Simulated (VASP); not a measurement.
# GaP (F-43m) in VASP: further runs

GaP is run at these levels: PBE0, B3LYP, PBE-based screened hybrid with 25 % exact exchange, PBE-based global hybrid with 50 % exact exchange; tasks: single point.

Program: VASP 6.6.1. These are calculated values, not measurements. Logs are shortened: lines on timing, memory, paths and dates and some standing lists are left out, and cuts for length are marked.

### 1 The cell of the first run

The structure is cubic, space group F-43m (No. 216). The conventional cell has a = 5.451 Å, b = 5.451 Å, c = 5.451 Å, α = 90.00°, β = 90.00°, γ = 90.00°. Within 3.1 Å of Ga (site symmetry -43m) lie 4 P at 2.36 Å. Within 3.1 Å of P (site symmetry -43m) lie 4 Ga at 2.36 Å.

### 2 Single point, PBE0

POSCAR

```
GaP
1.0
    0.0000000000      2.7252500963      2.7252500963
    2.7252500963      0.0000000000      2.7252500963
    2.7252500963      2.7252500963      0.0000000000
Ga P
1 1
Direct
    0.0000000000      0.0000000000      0.0000000000
    0.7500000000      0.7500000000      0.7500000000
```

INCAR.step1

```
SYSTEM = GaP
PREC = Accurate
ENCUT = 520
EDIFF = 1E-5
ISMEAR = 0
SIGMA = 0.05
LREAL = .FALSE.
LASPH = .TRUE.
NELM = 80
ALGO = Normal
ISIF = 2
LWAVE = .TRUE.
NBANDS = 16
GGA = PE
```

INCAR.step2

```
SYSTEM = GaP
PREC = Accurate
ENCUT = 520
EDIFF = 1E-6
ISMEAR = 0
SIGMA = 0.05
LREAL = .FALSE.
LASPH = .TRUE.
NELM = 80
ALGO = Normal
ISIF = 2
LWAVE = .FALSE.
LCHARG = .TRUE.
GGA = PE
LHFCALC = .TRUE.
AEXX = 0.25
PRECFOCK = Normal
LELF = .TRUE.
LVHAR = .TRUE.
NBANDS = 16
ISTART = 1
```

KPOINTS

```
Automatic mesh
0
G
  4 4 4
  0 0 0
```

Potentials or basis: VASP PAW PBE potentials, release 64 (Ga_d, P).

Run with:

```
cat potpaw_PBE.64/Ga_d/POTCAR potpaw_PBE.64/P/POTCAR > POTCAR
cp INCAR.step1 INCAR
mpirun -np 1 vasp_std > vasp.out
cp INCAR.step2 INCAR
mpirun -np 1 vasp_std > vasp.out
```

OUTCAR:

```text
SYSTEM = GaP
   PREC = Accurate
   ENCUT = 520
   EDIFF = 1E-6
   ISMEAR = 0
   LREAL = .FALSE.
   LASPH = .TRUE.
   NELM = 80
   ISIF = 2
   GGA = PE
   LHFCALC = .TRUE.
   AEXX = 0.25
   PRECFOCK = Normal
   ISTART = 1

 ion  position               nearest neighbor table
   1  0.000  0.000  0.000-   2 2.36   2 2.36   2 2.36   2 2.36
   2  0.750  0.750  0.750-   1 2.36   1 2.36   1 2.36   1 2.36

  LATTYP: Found a face centered cubic cell.
 ALAT       =     5.4505001926

  Lattice vectors:

 A1 = (   0.0000000000,   2.7252500963,   2.7252500963)
 A2 = (   2.7252500963,   0.0000000000,   2.7252500963)
 A3 = (   2.7252500963,   2.7252500963,   0.0000000000)

Analysis of symmetry for initial positions (statically):
=====================================================================
 Subroutine PRICEL returns:
 Original cell was already a primitive cell.

 Routine SETGRP: Setting up the symmetry group for a
 face centered cubic supercell.

 Subroutine GETGRP returns: Found 24 space group operations
 (whereof 24 operations were pure point group operations)
 out of a pool of 48 trial point group operations.

The static configuration has the point symmetry T_d .

Analysis of symmetry for dynamics (positions and initial velocities):
=====================================================================
 Subroutine PRICEL returns:
 Original cell was already a primitive cell.

 Routine SETGRP: Setting up the symmetry group for a
 face centered cubic supercell.

 Subroutine GETGRP returns: Found 24 space group operations
 (whereof 24 operations were pure point group operations)
 out of a pool of 48 trial point group operations.

The dynamic configuration has the point symmetry T_d .

 Subroutine INISYM returns: Found 24 space group operations
 (whereof 24 operations are pure point group operations),
 and found     1 'primitive' translations

----------------------------------------------------------------------------------------

                                     Primitive cell

  volume of cell :      40.4808

  direct lattice vectors                    reciprocal lattice vectors
     0.000000000  2.725250096  2.725250096    -0.183469400  0.183469400  0.183469400
     2.725250096  0.000000000  2.725250096     0.183469400 -0.183469400  0.183469400
     2.725250096  2.725250096  0.000000000     0.183469400  0.183469400 -0.183469400

  length of vectors
     3.854085647  3.854085647  3.854085647     0.317778322  0.317778322  0.317778322

  position of ions in fractional coordinates (direct lattice)
     0.000000000  0.000000000  0.000000000
     0.750000000  0.750000000  0.750000000

  ion indices of the primitive-cell ions
   primitive index   ion index
                 1           1
                 2           2

----------------------------------------------------------------------------------------

 KPOINTS: Automatic mesh

Automatic generation of k-mesh.
 Grid dimensions read from file:
 generate k-points for:    4    4    4

 Generating k-lattice:

  Cartesian coordinates                     Fractional coordinates (reciprocal lattice)
    -0.045867350  0.045867350  0.045867350     0.250000000  0.000000000  0.000000000
     0.045867350 -0.045867350  0.045867350     0.000000000  0.250000000  0.000000000
     0.045867350  0.045867350 -0.045867350     0.000000000  0.000000000  0.250000000

  Length of vectors
     0.079444581  0.079444581  0.079444581

  Shift w.r.t. Gamma in fractional coordinates (k-lattice)
     0.000000000  0.000000000  0.000000000

 Subroutine IBZKPT returns following result:
 ===========================================

 Found      8 irreducible k-points:

 Following reciprocal coordinates:
            Coordinates               Weight
  0.000000  0.000000  0.000000      1.000000
  0.250000  0.000000  0.000000      8.000000
  0.500000  0.000000  0.000000      4.000000
  0.250000  0.250000  0.000000      6.000000
  0.500000  0.250000  0.000000     24.000000
 -0.250000  0.250000  0.000000     12.000000
  0.500000  0.500000  0.000000      3.000000
 -0.250000  0.500000  0.250000      6.000000
   k-points           NKPTS =      8   k-points in BZ     NKDIM =     64   number of bands    NBANDS=     16
   number of dos      NEDOS =    301   number of ions     NIONS =      2
   total plane-waves  NPLWV =  27000
   dimension x,y,z NGX =    30 NGY =   30 NGZ =   30
   dimension x,y,z NGXF=    60 NGYF=   60 NGZF=   60
   ions per type =               1   1
   NGX,Y,Z   is equivalent  to a cutoff of  12.94, 12.94, 12.94 a.u.
   NGXF,Y,Z  is equivalent  to a cutoff of  25.88, 25.88, 25.88 a.u.
 SYSTEM =  GaP
   PREC   = accura    normal or accurate (medium, high low for compatibility)
   ISTART =      1    job   : 0-new  1-cont  2-samecut
   ICHARG =      0    charge: 1-file 2-atom 10-const
   ISPIN  =      1    spin polarized calculation?
   LNONCOLLINEAR =      F non collinear calculations
   LSORBIT =      F    spin-orbit coupling
   LASPH  =      T    aspherical Exc in radial PAW
   ENCUT  =  520.0 eV  38.22 Ry    6.18 a.u.   7.17  7.17  7.17*2*pi/ulx,y,z
   NELM   =     80;   NELMIN=  2; NELMDL=  0     # of ELM steps
   EDIFF  = 0.1E-05   stopping-criterion for ELM
   LREAL  =      F    real-space projection
   EDIFFG = 0.1E-04   stopping-criterion for IOM
   NSW    =      0    number of steps for IOM
   IBRION =     -1    ionic relax: 0-MD 1-quasi-New 2-CG
   NFREE  =      0    steps in history (QN), initial steepest desc. (CG)
   ISIF   =      2    stress and relaxation
   ISYM   =      3    0-nonsym 1-usesym 2-fastsym
   POTIM  = 0.5000    time-step for ionic-motion
   TEBEG  =    0.0;   TEEND  =   0.0 temperature during run
   PSTRESS=    0.0 pullay stress
   NELECT =      18.0000    total number of electrons
   NUPDOWN=      -1.0000    fix difference up-down
   EMIN   =  10.00;   EMAX   =-10.00  energy-range for DOS
   EFERMI =   0.00;   METHOD = LEGACY
   ISMEAR =     0;   SIGMA  =   0.05  broadening in eV -4-tet -1-fermi 0-gaus
   EFERMI_NEDOS =   21; number of points for ismear=-14 and -15
   IALGO  =     38    algorithm
   IMIX   =      1    mixing-type and parameters
     AMIX     =   0.40;   BMIX     =  1.00
     AMIX_MAG =   1.60;   BMIX_MAG =  1.00
  volume/ion in A,a.u.               =      20.24       136.59
  Fermi-wavevector in a.u.,A,eV,Ry     =   1.249538  2.361284 21.243375  1.561344
  Thomas-Fermi vector in A             =   2.383573
   LORBIT       =      0    0 simple, 1 ext, 2 COOP (PROOUT), +10 PAW based schemes
   GGA     = PE    functional components
   LHFCALC =     T    Hartree Fock is set to
   PRECFOCK=normal    Normal, Fast or Accurate (Low or Medium for compatibility)
   ENCUT4O =  -1.0   cutoff for four orbital integrals eV
   NKREDX  =     1    reduce k-point grid by
   NKREDY  =     1    reduce k-point grid by
   NKREDZ  =     1    reduce k-point grid by
   AEXX    =    0.2500 exact exchange contribution
   HFSCREEN=    0.0000 screening length (either q_TF or 0.3 A-1)
   HFSCREENC=   0.0000 screening length for correlation (either q_TF or 0.3 A-1)
   ENCUTFOCK=  -1.0 apply spherical cutoff to Coloumb kernel
   IVDW    =     0    specifies the selected vdW correction
   LEPSILON=     F    determine dielectric tensor
   LRPA    =     F    only Hartree local field effects (RPA)
 non-spin polarized calculation
 Gauss-broadening in eV      SIGMA  =   0.05
  energy-cutoff  :      520.00
  volume of cell :       40.48
 maximum number of plane-waves:      1106
 NGX is ok and might be reduce to    30
  NGX = 24; NGY = 24; NGZ = 24

 number of electron      17.9999988 magnetization

 Free energy of the ion-electron system (eV)
  ---------------------------------------------------
  ext. energy  EPLUGINS =         0.00000000
  ---------------------------------------------------
  free energy    TOTEN  =       -11.60764430 eV

  energy without entropy =      -11.60764430  energy(sigma->0) =      -11.60764430

 E-fermi :   4.1153     XC(G=0):  -7.7567

 val. band max:        3.8434049701   @ k =   0.0000   0.0000   0.0000
 cond. band min:       6.8847281510   @ k =   0.5000   0.5000   0.0000
 fundamental gap:      3.0413231810
 Fermi energy:         4.1153429973

 k-point     1 :       0.0000    0.0000    0.0000
  band No.  band energies     occupation
      1     -13.2531      2.00000
      2     -13.2531      2.00000
      3     -13.2531      2.00000
      4     -13.1518      2.00000
      5     -13.1518      2.00000
      6      -9.9740      2.00000
[... 8 lines left out ...]
     15      15.5291      0.00000
     16      15.5291      0.00000

 k-point     2 :       0.2500    0.0000    0.0000
  band No.  band energies     occupation
      1     -13.2821      2.00000
      2     -13.2394      2.00000
      3     -13.2394      2.00000
      4     -13.1510      2.00000
      5     -13.1510      2.00000
      6      -9.1382      2.00000
[... 8 lines left out ...]
     15      14.6427      0.00000
     16      15.5373      0.00000

 k-point     3 :       0.5000    0.0000    0.0000
  band No.  band energies     occupation
      1     -13.3098      2.00000
      2     -13.2294      2.00000
      3     -13.2294      2.00000
      4     -13.1464      2.00000
      5     -13.1464      2.00000
      6      -7.7383      2.00000
[... 8 lines left out ...]
     15      17.6288      0.00000
     16      17.6288      0.00000

 k-point     4 :       0.2500    0.2500    0.0000
  band No.  band energies     occupation
      1     -13.3034      2.00000
      2     -13.2239      2.00000
      3     -13.2239      2.00000
      4     -13.1658      2.00000
      5     -13.1424      2.00000
      6      -8.8518      2.00000
[... 8 lines left out ...]
     15      16.5580      0.00000
     16      18.5539      0.00000

 k-point     5 :       0.5000    0.2500    0.0000
  band No.  band energies     occupation
      1     -13.3221      2.00000
      2     -13.2164      2.00000
      3     -13.2101      2.00000
      4     -13.1653      2.00000
      5     -13.1412      2.00000
      6      -7.3825      2.00000
[... 8 lines left out ...]
     15      17.7276      0.00000
     16      19.2899      0.00000

 k-point     6 :      -0.2500    0.2500    0.0000
  band No.  band energies     occupation
      1     -13.3067      2.00000
      2     -13.2256      2.00000
      3     -13.2224      2.00000
      4     -13.1533      2.00000
      5     -13.1507      2.00000
      6      -7.9372      2.00000
[... 8 lines left out ...]
     15      16.9927      0.00000
     16      19.3431      0.00000

 k-point     7 :       0.5000    0.5000    0.0000
  band No.  band energies     occupation
      1     -13.3454      2.00000
      2     -13.1935      2.00000
      3     -13.1935      2.00000
      4     -13.1830      2.00000
      5     -13.1329      2.00000
      6      -6.7545      2.00000
[... 8 lines left out ...]
     15      18.3876      0.00000
     16      18.9048      0.00000

 k-point     8 :      -0.2500    0.5000    0.2500
  band No.  band energies     occupation
      1     -13.3261      2.00000
      2     -13.2180      2.00000
      3     -13.1968      2.00000
      4     -13.1666      2.00000
      5     -13.1443      2.00000
      6      -6.6603      2.00000
[... 8 lines left out ...]
     15      17.9290      0.00000
     16      19.8420      0.00000

------------------------ aborting loop because EDIFF is reached ----------------------------------------

  FORCE on cell =-STRESS in cart. coord.  units (eV):
  Direction    XX          YY          ZZ          XY          YZ          ZX
  --------------------------------------------------------------------------------------
  -------------------------------------------------------------------------------------
  Total        0.1670202      0.1670202      0.1670202     -0.0000000      0.0000000     -0.0000000
  in kB        6.6104420      6.6104420      6.6104420     -0.0000000      0.0000000     -0.0000000
  external PRESSURE =       6.6104420 kB  Pullay stress =       0.0000000 kB

 VOLUME and BASIS-vectors are now :
 -----------------------------------------------------------------------------
  energy-cutoff  :      520.00
  volume of cell :       40.48
      direct lattice vectors                 reciprocal lattice vectors
     0.000000000  2.725250096  2.725250096    -0.183469400  0.183469400  0.183469400
     2.725250096  0.000000000  2.725250096     0.183469400 -0.183469400  0.183469400
     2.725250096  2.725250096  0.000000000     0.183469400  0.183469400 -0.183469400

 POSITION                                       TOTAL-FORCE (eV/Angst)
 -----------------------------------------------------------------------------------
      0.00000      0.00000      0.00000        -0.000000      0.000000     -0.000000
      4.08788      4.08788      4.08788         0.000000     -0.000000      0.000000
 -----------------------------------------------------------------------------------
    total drift:                                0.000052      0.000061      0.000049

  FREE ENERGIE OF THE ION-ELECTRON SYSTEM (eV)
  ---------------------------------------------------
  free  energy   TOTEN  =       -11.6076442982 eV

  energy  without entropy=      -11.6076442982  energy(sigma->0) =      -11.60764430
```

It took 6 min on 1 thread of AMD EPYC 7R13 (Zen 3), shared host; peak memory 0.14 GiB.

What came out:

| Property | Result |
| --- | --- |
| Free energy | -11.6076 eV |
| Pressure | 0.7 GPa |
| Band gap on the k mesh | 3.04 eV (least direct gap 3.58 eV) |

Caveat: the k points lie up to 0.50 Å⁻¹ apart; the PAW data sets were made with another functional, which shifts forces and pressure a little. A k mesh can miss the band edges.

### 3 Single point, B3LYP

POSCAR is that of step 2.

INCAR.step1

```
SYSTEM = GaP
  PREC = Accurate
  ENCUT = 520
  EDIFF = 1E-5
  ISMEAR = 0
  SIGMA = 0.05
  LREAL = .False.
  LASPH = .True.
  NELM = 100
  ALGO = Normal
  ISIF = 2
  LWAVE = .True.
  LCHARG = .False.
  GGA = PE
  NBANDS = 16
```

INCAR.step2

```
SYSTEM = GaP
  PREC = Accurate
  ENCUT = 520
  EDIFF = 1E-7
  ISMEAR = 0
  SIGMA = 0.05
  LREAL = .False.
  LASPH = .True.
  NELM = 100
  ALGO = Normal
  ISIF = 2
  LWAVE = .False.
  LCHARG = .False.
  GGA = B3
  LHFCALC = .True.
  AEXX = 0.2
  AGGAX = 0.72
  AGGAC = 0.81
  ALDAC = 0.19
  PRECFOCK = Normal
  ISTART = 1
  NBANDS = 16
```

KPOINTS

```
Automatic mesh
0
Gamma
  4 4 4
  0 0 0
```

Potentials or basis: VASP PAW PBE potentials, release 64 (Ga_d, P).

Run with:

```
cat potpaw_PBE.64/Ga_d/POTCAR potpaw_PBE.64/P/POTCAR > POTCAR
cp INCAR.step1 INCAR
mpirun -np 1 vasp_std > vasp.out
cp INCAR.step2 INCAR
mpirun -np 1 vasp_std > vasp.out
```

Wall time 5.9 min (1 thread of AMD EPYC 7R13 (Zen 3), shared host); peak memory 0.14 GiB.

The run converged. Its results:

```
Free energy            : -9.9010 eV
Pressure               : 4.1 GPa
Band gap on the k mesh : 2.94 eV (least direct gap 3.12 eV)
```

Levels at points of the mesh, in eV from the valence-band top:
```csv
k point,band 7,band 8,band 9,band 10,band 11,band 12
"(0.00, 0.00, 0.00)",0.00,0.00,0.00,3.12,5.26,5.26
"(0.50, 0.00, 0.00)",-7.11,-1.19,-1.19,2.96,6.15,6.15
"(0.50, 0.50, 0.00)",-7.27,-2.86,-2.86,2.94,3.14,12.38
```

Caveat: the k points lie up to 0.50 Å⁻¹ apart; the PAW data sets were made with another functional, which shifts forces and pressure a little. A k mesh can miss the band edges.

(Continued in part 2 of 2.)
